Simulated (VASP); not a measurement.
# TaN in VASP: further runs

Runs on TaN. Level: PBE. Tasks: single point.

Program: VASP 6.6.1. These are calculated values, not measurements. Logs are shortened: lines on timing, memory, paths and dates and some standing lists are left out, and cuts for length are marked.

## Step 1: The cell of the first run

The cell holds a wire or tube with vacuum around it, 4 atoms: a = 11.100 Å, b = 9.300 Å, c = 3.976 Å, α = 90.00°, β = 90.00°, γ = 90.00°.

## Step 2: Single point, PBE, collinear spin, ferromagnetic start

File INCAR:

```
PREC = Accurate ; ENCUT = 520
EDIFF = 1E-7 ; ISMEAR = 0
SIGMA = 0.05 ; LREAL = F
LASPH = T ; NELM = 150
ALGO = Normal ; ISIF = 2
LWAVE = F ; LCHARG = F
ISPIN = 2 ; MAGMOM = 1.5 1.5 0.5 0.5
LORBIT = 11 ; LMAXMIX = 4
GGA = PE ; NBANDS = 28
```

File KPOINTS:

```
regular mesh
0
Gamma
  1 1 16
```

File POSCAR:

```
TaN
1.0
   11.1000000000      0.0000000000      0.0000000000
    0.0000000000      9.3000000000      0.0000000000
    0.0000000000      0.0000000000      3.9755426005
Ta N
2 2
Direct
    0.4059837899      0.5000000000      0.0000000000
    0.5940162101      0.5000000000      0.5000000000
    0.4059837899      0.5000000000      0.5000000000
    0.5940162101      0.5000000000      0.0000000000
```

Potentials or basis: VASP PAW PBE potentials, release 64 (Ta_pv, N).

On the command line:

```sh
$ cat potpaw_PBE.64/Ta_pv/POTCAR potpaw_PBE.64/N/POTCAR > POTCAR
$ mpirun -np 1 vasp_std > vasp.out
```

OUTCAR:

```text
PREC = Accurate
   ENCUT = 520
   EDIFF = 1E-7
   ISMEAR = 0
   LREAL = F
   LASPH = T
   NELM = 150
   ISIF = 2
   ISPIN = 2
   LORBIT = 11
   GGA = PE

 ion  position               nearest neighbor table
   1  0.406  0.500  0.000-   3 1.99   3 1.99   4 2.09   2 2.88   2 2.88
   2  0.594  0.500  0.500-   4 1.99   4 1.99   3 2.09   1 2.88   1 2.88
   3  0.406  0.500  0.500-   1 1.99   1 1.99   2 2.09
   4  0.594  0.500  0.000-   2 1.99   2 1.99   1 2.09

  LATTYP: Found a simple orthorhombic cell.
 ALAT       =     3.9755426005
 B/A-ratio  =     2.3393033190
 C/A-ratio  =     2.7920717033

  Lattice vectors:

 A1 = (   0.0000000000,   0.0000000000,  -3.9755426005)
 A2 = (   0.0000000000,   9.3000000000,   0.0000000000)
 A3 = (  11.1000000000,   0.0000000000,   0.0000000000)

Analysis of symmetry for initial positions (statically):
=====================================================================
 Subroutine PRICEL returns:
 Original cell was already a primitive cell.

 Routine SETGRP: Setting up the symmetry group for a
 simple orthorhombic supercell.

 Subroutine GETGRP returns: Found  8 space group operations
 (whereof  4 operations were pure point group operations)
 out of a pool of  8 trial point group operations.

The static configuration has the point symmetry C_2v.
 The point group associated with its full space group is D_2h.

Analysis of symmetry for dynamics (positions and initial velocities):
=====================================================================
 Subroutine PRICEL returns:
 Original cell was already a primitive cell.

 Routine SETGRP: Setting up the symmetry group for a
 simple orthorhombic supercell.

 Subroutine GETGRP returns: Found  8 space group operations
 (whereof  4 operations were pure point group operations)
 out of a pool of  8 trial point group operations.

The dynamic configuration has the point symmetry C_2v.
 The point group associated with its full space group is D_2h.

Analysis of structural, dynamic, and magnetic symmetry:
=====================================================================
 Subroutine PRICEL returns:
 Original cell was already a primitive cell.

 Routine SETGRP: Setting up the symmetry group for a
 simple orthorhombic supercell.

 Subroutine GETGRP returns: Found  8 space group operations
 (whereof  4 operations were pure point group operations)
 out of a pool of  8 trial point group operations.

The overall configuration has the point symmetry C_2v.
 The point group associated with its full space group is D_2h.

 Subroutine INISYM returns: Found  8 space group operations
 (whereof  4 operations are pure point group operations),
 and found     1 'primitive' translations

----------------------------------------------------------------------------------------

                                     Primitive cell

  volume of cell :     410.3953

  direct lattice vectors                    reciprocal lattice vectors
    11.100000000  0.000000000  0.000000000     0.090090090  0.000000000  0.000000000
     0.000000000  9.300000000  0.000000000     0.000000000  0.107526882  0.000000000
     0.000000000  0.000000000  3.975542600     0.000000000  0.000000000  0.251537991

  length of vectors
    11.100000000  9.300000000  3.975542600     0.090090090  0.107526882  0.251537991

  position of ions in fractional coordinates (direct lattice)
     0.405983790  0.500000000  0.000000000
     0.594016210  0.500000000  0.500000000
     0.405983790  0.500000000  0.500000000
     0.594016210  0.500000000  0.000000000

  ion indices of the primitive-cell ions
   primitive index   ion index
                 1           1
                 2           2
                 3           3
                 4           4

----------------------------------------------------------------------------------------

 KPOINTS: regular mesh

Automatic generation of k-mesh.
 Grid dimensions read from file:
 generate k-points for:    1    1   16

 Generating k-lattice:

  Cartesian coordinates                     Fractional coordinates (reciprocal lattice)
     0.090090090  0.000000000  0.000000000     1.000000000  0.000000000  0.000000000
     0.000000000  0.107526882  0.000000000     0.000000000  1.000000000  0.000000000
     0.000000000  0.000000000  0.015721124     0.000000000  0.000000000  0.062500000

  Length of vectors
     0.090090090  0.107526882  0.015721124

  Shift w.r.t. Gamma in fractional coordinates (k-lattice)
     0.000000000  0.000000000  0.000000000

 Subroutine IBZKPT returns following result:
 ===========================================

 Found      9 irreducible k-points:

 Following reciprocal coordinates:
            Coordinates               Weight
  0.000000  0.000000  0.000000      1.000000
  0.000000  0.000000  0.062500      2.000000
  0.000000  0.000000  0.125000      2.000000
  0.000000  0.000000  0.187500      2.000000
  0.000000  0.000000  0.250000      2.000000
  0.000000  0.000000  0.312500      2.000000
  0.000000  0.000000  0.375000      2.000000
  0.000000  0.000000  0.437500      2.000000
  0.000000  0.000000  0.500000      1.000000
   k-points           NKPTS =      9   k-points in BZ     NKDIM =      9   number of bands    NBANDS=     28
   number of dos      NEDOS =    301   number of ions     NIONS =      4
   total plane-waves  NPLWV = 176400
   dimension x,y,z NGX =    84 NGY =   70 NGZ =   30
   dimension x,y,z NGXF=   168 NGYF=  140 NGZF=   60
   ions per type =               2   2
   NGX,Y,Z   is equivalent  to a cutoff of  12.58, 12.51, 12.55 a.u.
   NGXF,Y,Z  is equivalent  to a cutoff of  25.16, 25.03, 25.09 a.u.
 SYSTEM =  unknown system
   PREC   = accura    normal or accurate (medium, high low for compatibility)
   ISTART =      0    job   : 0-new  1-cont  2-samecut
   ICHARG =      2    charge: 1-file 2-atom 10-const
   ISPIN  =      2    spin polarized calculation?
   LNONCOLLINEAR =      F non collinear calculations
   LSORBIT =      F    spin-orbit coupling
   LASPH  =      T    aspherical Exc in radial PAW
   ENCUT  =  520.0 eV  38.22 Ry    6.18 a.u.  20.64 17.29  7.39*2*pi/ulx,y,z
   NELM   =    150;   NELMIN=  2; NELMDL= -5     # of ELM steps
   EDIFF  = 0.1E-06   stopping-criterion for ELM
   LREAL  =      F    real-space projection
   EDIFFG = 0.1E-05   stopping-criterion for IOM
   NSW    =      0    number of steps for IOM
   IBRION =     -1    ionic relax: 0-MD 1-quasi-New 2-CG
   NFREE  =      0    steps in history (QN), initial steepest desc. (CG)
   ISIF   =      2    stress and relaxation
   ISYM   =      2    0-nonsym 1-usesym 2-fastsym
   POTIM  = 0.5000    time-step for ionic-motion
   TEBEG  =    0.0;   TEEND  =   0.0 temperature during run
   PSTRESS=    0.0 pullay stress
   NELECT =      32.0000    total number of electrons
   NUPDOWN=      -1.0000    fix difference up-down
   EMIN   =  10.00;   EMAX   =-10.00  energy-range for DOS
   EFERMI =   0.00;   METHOD = LEGACY
   ISMEAR =     0;   SIGMA  =   0.05  broadening in eV -4-tet -1-fermi 0-gaus
   EFERMI_NEDOS =   21; number of points for ismear=-14 and -15
   IALGO  =     38    algorithm
   IMIX   =      4    mixing-type and parameters
     AMIX     =   0.40;   BMIX     =  1.00
     AMIX_MAG =   1.60;   BMIX_MAG =  1.00
  volume/ion in A,a.u.               =     102.60       692.37
  Fermi-wavevector in a.u.,A,eV,Ry     =   0.699397  1.321670  6.655382  0.489157
  Thomas-Fermi vector in A             =   1.783265
   LORBIT       =     11    0 simple, 1 ext, 2 COOP (PROOUT), +10 PAW based schemes
   GGA     = PE    functional components
   LHFCALC =     F    Hartree Fock is set to
   AEXX    =    0.0000 exact exchange contribution
   IVDW    =     0    specifies the selected vdW correction
   LEPSILON=     F    determine dielectric tensor
   LRPA    =     F    only Hartree local field effects (RPA)
 spin polarized calculation
 Gauss-broadening in eV      SIGMA  =   0.05
  energy-cutoff  :      520.00
  volume of cell :      410.40
 maximum number of plane-waves:     11069
 NGX is ok and might be reduce to    84
   NGX = 41   NGY = 35   NGZ = 15

 number of electron      31.9999989 magnetization       2.4054307

 Free energy of the ion-electron system (eV)
  ---------------------------------------------------
  ext. energy  EPLUGINS =         0.00000000
  ---------------------------------------------------
  free energy    TOTEN  =       -36.98395164 eV

  energy without entropy =      -36.98111594  energy(sigma->0) =      -36.98253379

 E-fermi :  -2.4281     XC(G=0):  -3.0691

 val. band max:       -2.5086096220   @ k =   0.0000   0.0000   0.2500
 cond. band min:      -2.4167976473   @ k =   0.0000   0.0000   0.2500
 fundamental gap:      0.0918119747
 Fermi energy:        -2.4280950244

 spin component 1

 k-point     1 :       0.0000    0.0000    0.0000
  band No.  band energies     occupation
      1     -38.3614      1.00000
      2     -38.0790      1.00000
      3     -37.9979      1.00000
      4     -37.9819      1.00000
      5     -37.9753      1.00000
      6     -37.6369      1.00000
[... 20 lines left out ...]
     27       1.5668      0.00000
     28       1.7401      0.00000

 k-point     2 :       0.0000    0.0000    0.0625
  band No.  band energies     occupation
      1     -38.3612      1.00000
      2     -38.0780      1.00000
      3     -38.0310      1.00000
      4     -37.9985      1.00000
      5     -37.9285      1.00000
      6     -37.6389      1.00000
[... 20 lines left out ...]
     27       1.6011      0.00000
     28       1.7528      0.00000

 k-point     3 :       0.0000    0.0000    0.1250
  band No.  band energies     occupation
      1     -38.3605      1.00000
      2     -38.0839      1.00000
      3     -38.0753      1.00000
      4     -38.0004      1.00000
      5     -37.8826      1.00000
      6     -37.6446      1.00000
[... 150 lines left out ...]
      2     -38.2932      1.00000
      3     -38.0427      1.00000
      4     -38.0269      1.00000
      5     -37.7324      1.00000
      6     -37.7013      1.00000
[... 20 lines left out ...]
     27       2.1991      0.00000
     28       2.3198      0.00000

 k-point     9 :       0.0000    0.0000    0.5000
  band No.  band energies     occupation
      1     -38.3163      1.00000
      2     -38.3163      1.00000
      3     -38.0347      1.00000
      4     -38.0347      1.00000
      5     -37.7157      1.00000
      6     -37.7157      1.00000
[... 20 lines left out ...]
     27       2.3110      0.00000
     28       2.3110      0.00000
 Fermi energy:        -2.4280950244

 spin component 2

 k-point     1 :       0.0000    0.0000    0.0000
  band No.  band energies     occupation
      1     -37.9944      1.00000
      2     -37.6716      1.00000
      3     -37.6123      1.00000
      4     -37.3778      1.00000
      5     -37.3323      1.00000
      6     -37.2963      1.00000
[... 20 lines left out ...]
     27       1.8198      0.00000
     28       2.3576      0.00000

 k-point     2 :       0.0000    0.0000    0.0625
  band No.  band energies     occupation
      1     -37.9946      1.00000
      2     -37.7016      1.00000
      3     -37.5848      1.00000
      4     -37.3768      1.00000
      5     -37.3340      1.00000
      6     -37.2970      1.00000
[... 20 lines left out ...]
     27       1.8537      0.00000
     28       2.3731      0.00000

 k-point     3 :       0.0000    0.0000    0.1250
  band No.  band energies     occupation
      1     -37.9952      1.00000
      2     -37.7499      1.00000
      3     -37.5436      1.00000
      4     -37.3741      1.00000
      5     -37.3386      1.00000
      6     -37.2988      1.00000
[... 151 lines left out ...]
      3     -37.4064      1.00000
      4     -37.3820      1.00000
      5     -37.3412      1.00000
      6     -37.3253      1.00000
[... 20 lines left out ...]
     27       2.5170      0.00000
     28       2.7877      0.00000

 k-point     9 :       0.0000    0.0000    0.5000
  band No.  band energies     occupation
      1     -37.9688      1.00000
      2     -37.9688      1.00000
      3     -37.3930      1.00000
      4     -37.3930      1.00000
      5     -37.3331      1.00000
      6     -37.3331      1.00000
[... 20 lines left out ...]
     27       2.5180      0.00000
     28       2.5180      0.00000

------------------------ aborting loop because EDIFF is reached ----------------------------------------

  FORCE on cell =-STRESS in cart. coord.  units (eV):
  Direction    XX          YY          ZZ          XY          YZ          ZX
  --------------------------------------------------------------------------------------
  -------------------------------------------------------------------------------------
  Total       -5.2819303     -0.1319669      7.0759633      0.0000000      0.0000000      0.0000000
  in kB      -20.6205815     -0.5151971     27.6244611      0.0000000      0.0000000      0.0000000
  external PRESSURE =       2.1628942 kB  Pullay stress =       0.0000000 kB

 VOLUME and BASIS-vectors are now :
 -----------------------------------------------------------------------------
  energy-cutoff  :      520.00
  volume of cell :      410.40
      direct lattice vectors                 reciprocal lattice vectors
    11.100000000  0.000000000  0.000000000     0.090090090  0.000000000  0.000000000
     0.000000000  9.300000000  0.000000000     0.000000000  0.107526882  0.000000000
     0.000000000  0.000000000  3.975542600     0.000000000  0.000000000  0.251537991

 POSITION                                       TOTAL-FORCE (eV/Angst)
 -----------------------------------------------------------------------------------
      4.50642      4.65000      0.00000         2.942176      0.000000      0.000000
      6.59358      4.65000      1.98777        -2.942176      0.000000      0.000000
      4.50642      4.65000      1.98777        -0.431494      0.000000      0.000000
      6.59358      4.65000      0.00000         0.431494      0.000000      0.000000
 -----------------------------------------------------------------------------------
    total drift:                                0.000000      0.000000     -0.000000

  FREE ENERGIE OF THE ION-ELECTRON SYSTEM (eV)
  ---------------------------------------------------
  free  energy   TOTEN  =       -36.9839516372 eV

  energy  without entropy=      -36.9811159391  energy(sigma->0) =      -36.98253379

 total charge

# of ion       s       p       d       tot
------------------------------------------
    1        0.369   6.183   2.313   8.865
    2        0.369   6.183   2.313   8.865
    3        1.279   2.462   0.000   3.741
    4        1.279   2.462   0.000   3.741
--------------------------------------------------
tot          3.297  17.288   4.626  25.211

 magnetization (x)

# of ion       s       p       d       tot
------------------------------------------
    1        0.082   0.007   0.653   0.742
    2        0.082   0.007   0.653   0.742
    3       -0.002  -0.035   0.000  -0.037
    4       -0.002  -0.035   0.000  -0.037
--------------------------------------------------
tot          0.160  -0.057   1.306   1.410
```

Run time: 6.8 min. Hardware: 1 thread of AMD EPYC 7R43 (Zen 3), shared host; peak memory 0.59 GiB.

What came out:

```
Free energy                                           : -36.9840 eV
Largest force                                         : 2.942 eV/Å
Net moment                                            : 2.41 μB per cell
Site moments                                          : Ta +0.74; N -0.04 μB
Valence electrons inside the program's atomic spheres : Ta 8.87; N 3.74
```

Forces on the atoms (eV/Å):
```
Ta   2.942  0.000  0.000
Ta  -2.942  0.000  0.000
N   -0.431  0.000  0.000
N    0.431  0.000  0.000
```

Levels at points of the mesh, in eV from the Fermi level:
Spin up:
```csv
k point,band 15,band 16,band 17,band 18,band 19,band 20
"(0.00, 0.00, 0.00)",-1.64,-0.48,-0.42,-0.26,-0.24,0.45
"(0.00, 0.00, 0.50)",-0.66,-0.66,0.50,0.50,1.34,1.34
```
Spin down:
| k point | band 10 | band 11 | band 12 | band 13 | band 14 | band 15 | band 16 | band 17 | band 18 | band 19 |
| --- | --- | --- | --- | --- | --- | --- | --- | --- | --- | --- |
| (0.00, 0.00, 0.00) | -3.97 | -3.68 | -3.28 | -2.77 | -1.89 | -0.39 | -0.25 | 0.26 | 0.57 | 0.83 |
| (0.00, 0.00, 0.50) | -6.82 | -4.86 | -4.86 | -4.43 | -4.43 | 0.84 | 0.84 | 1.41 | 1.41 | 1.74 |

Caveat: spin-orbit coupling is left out, which moves the levels of the heavy elements.

## Step 3: Single point, PBE, collinear spin, ferromagnetic start

This run uses another cell than the first one.

INCAR is that of step 2.

File KPOINTS:

```
Automatic mesh
0
Gamma
  1 1 16
```

File POSCAR:

```
TaN
1.0
   11.1000000000      0.0000000000      0.0000000000
    0.0000000000      9.3000000000      0.0000000000
    0.0000000000      0.0000000000      4.0848663533
Ta N
2 2
Direct
    0.4212676852      0.5000000000      0.0000000000
    0.5787323148      0.5000000000      0.5000000000
    0.4028391472      0.5000000000      0.5000000000
    0.5971608528      0.5000000000      0.0000000000
```

Potentials or basis: VASP PAW PBE potentials, release 64 (Ta_pv, N).

On the command line:

```sh
$ cat potpaw_PBE.64/Ta_pv/POTCAR potpaw_PBE.64/N/POTCAR > POTCAR
$ mpirun -np 1 vasp_std > vasp.out
```

Run time: 10 min. Hardware: 1 thread of AMD EPYC 7R43 (Zen 3), shared host; peak memory 0.59 GiB.

It converged, with:

```yaml
Free_energy: -37.7141 eV
Largest_force: 0.072 eV/Å
Band_gap_on_the_k_mesh: zero (filled and empty bands overlap)
Net_moment: 0.00 μB per cell
Valence_electrons_inside_the_program's_atomic_spheres: Ta 8.97; N 3.72
```

Forces in eV/Å, atoms in the order of the input:
```
Ta  -0.072  0.000  0.000
Ta   0.072  0.000  0.000
N   -0.070  0.000  0.000
N    0.070  0.000  0.000
```

Levels at points of the mesh, in eV from the Fermi level:
Spin up:
```csv
k point,band 13,band 14,band 15,band 16,band 17,band 18,band 19,band 20
"(0.00, 0.00, 0.00)",-3.26,-2.99,-1.51,-1.33,-0.75,0.16,0.55,0.86
"(0.00, 0.00, 0.50)",-4.60,-4.60,-0.20,-0.20,1.18,1.18,1.60,1.60
```
Spin down:
| k point | band 12 | band 13 | band 14 | band 15 | band 16 | band 17 | band 18 | band 19 | band 20 | band 21 |
| --- | --- | --- | --- | --- | --- | --- | --- | --- | --- | --- |
| (0.00, 0.00, 0.00) | -3.42 | -3.26 | -2.99 | -1.51 | -1.33 | -0.75 | 0.16 | 0.55 | 0.86 | 1.89 |
| (0.00, 0.00, 0.50) | -4.71 | -4.60 | -4.60 | -0.20 | -0.20 | 1.18 | 1.18 | 1.60 | 1.60 | 3.51 |

Caveat: spin-orbit coupling is left out, which moves the levels of the heavy elements.
